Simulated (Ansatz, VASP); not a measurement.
# Two plane-wave programs on CuS

File INCAR:

```
SYSTEM = CuS
PREC     = Accurate       ! precision mode
ENCUT    = 600            ! plane-wave cutoff, eV
EDIFF    = 1E-6           ! SCF threshold, eV
ISMEAR   = 0              ! smearing method
SIGMA    = 0.1            ! smearing width, eV
LREAL    = .False.        ! projectors in reciprocal space
LASPH    = .True.         ! aspherical terms in the spheres
NELM     = 200            ! most SCF steps
ALGO     = Normal         ! electronic algorithm
ISIF     = 2              ! what is computed and relaxed
LWAVE    = .False.        ! write WAVECAR
LCHARG   = .False.        ! write CHGCAR
ISPIN    = 2              ! spin polarisation
MAGMOM   = 0 0            ! initial moments
LORBIT   = 11             ! projections on sites
LMAXMIX  = 4              ! l up to which the mixer works
GGA      = CA             ! functional
NBANDS   = 20             ! bands
GGA_COMPAT= .False.
```

KPOINTS

```
regular mesh
0
Gamma
  10 10 10
  0 0 0
```

The input POSCAR:

```
CuS
1.0
    0.0000000000      2.4399030000      2.4399030000
    2.4399030000      0.0000000000      2.4399030000
    2.4399030000      2.4399030000      0.0000000000
Cu S
1 1
Direct
    0.0000000000      0.0000000000      0.0000000000
    0.5000000000      0.5000000000      0.5000000000
```

Input for Ansatz:

```yaml
crystal:
  lattice:
    bravais: fcc
    a: 4.879806
  space_group: 225
  atoms:
    - { symbol: Cu, position: [0.0, 0.0, 0.0] }
    - { symbol: S, position: [0.5, 0.0, 0.0] }
  reduce_to_primitive: true
accuracy: medium
basis:
  ecutwfc: 653.073269903712
kpoints:
  mp_grid:
    grid: [10, 10, 10]
    shift: [0.0, 0.0, 0.0]
hamiltonian:
  xc: lda
magnetization:
  spin_polarized: true
scf:
  n_extra_bands: 16
  occupations:
    method: gaussian
```

Alike in both runs: task single point; functional LDA; k mesh 10 × 10 × 10; collinear spin.

|  | VASP | Ansatz |
| --- | --- | --- |
| version | VASP 6.6.1 | Ansatz 0.2.0 |
| potentials or method | VASP PAW LDA potentials, release 64 (Cu, S), cutoff 600 eV | plane waves, PAW |
| occupations | gaussian, width 0.1 eV | gaussian |
| valence electrons in the cell | 17 | 25 |

```csv
,VASP,Ansatz,Ansatz less VASP
net moment per atom (μB),0.00,0.00,0.000
```

LDA's correlation is that of Perdew and Zunger in VASP and of Perdew and Wang (1992) in Ansatz. VASP's potentials hold 17 valence electrons a cell and Ansatz's 25, so a difference there can come from the potentials and not from the codes. Ansatz's warnings: no starting moments, stability check not made.
